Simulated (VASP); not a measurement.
Runs of VASP 6.6.1 on SiC. The structure is that of space group F-43m (No. 216), or close to it. The cells are those of the table. 

| task | spin | cell | k mesh | cutoff (eV) | smearing | gap on the mesh (eV) | pressure (GPa) |
| --- | --- | --- | --- | --- | --- | --- | --- |
| single point | off | a = 3.082 Å, angles 60.0°, 2 atoms | 10 × 10 × 10 | 520 | gaussian 0.02 eV | 1.36 | 3.0 |
| single point | off | a = 3.097 Å, angles 60.0°, 2 atoms | 10 × 10 × 10 | 520 | fermi-dirac 0.02 eV | 1.37 | (a) |
| relaxation of cell and atoms | off | relaxed to 8 GPa from a = 3.060 Å, angles 60.0°, 2 atoms | 10 × 10 × 10 | 600 | gaussian 0.02 eV | (b) | 7.9 |
| relaxation of cell and atoms | off | relaxed to 60 GPa from a = 2.904 Å, angles 60.0°, 2 atoms | 12 × 12 × 12 | 600 | gaussian 0.02 eV | 1.17 | 60.0 |
| single point | non-collinear, zero start, SOC | a = 2.903 Å, angles 60.0°, 2 atoms | 12 × 12 × 12 | 520 | gaussian 0.02 eV | - | 59.8 |

Alike in all rows: level PBE; potentials or basis VASP PAW PBE potentials, release 64 (Si, C).

Q: Estimate the missing entries.

A: (a) 0.0; (b) 1.34.

Caveats: the cell is relaxed towards a set pressure, so the enthalpy falls and the energy may rise (some runs); the relaxation stopped at its first step, so nothing moved (some runs).

A k mesh can miss the band edges.
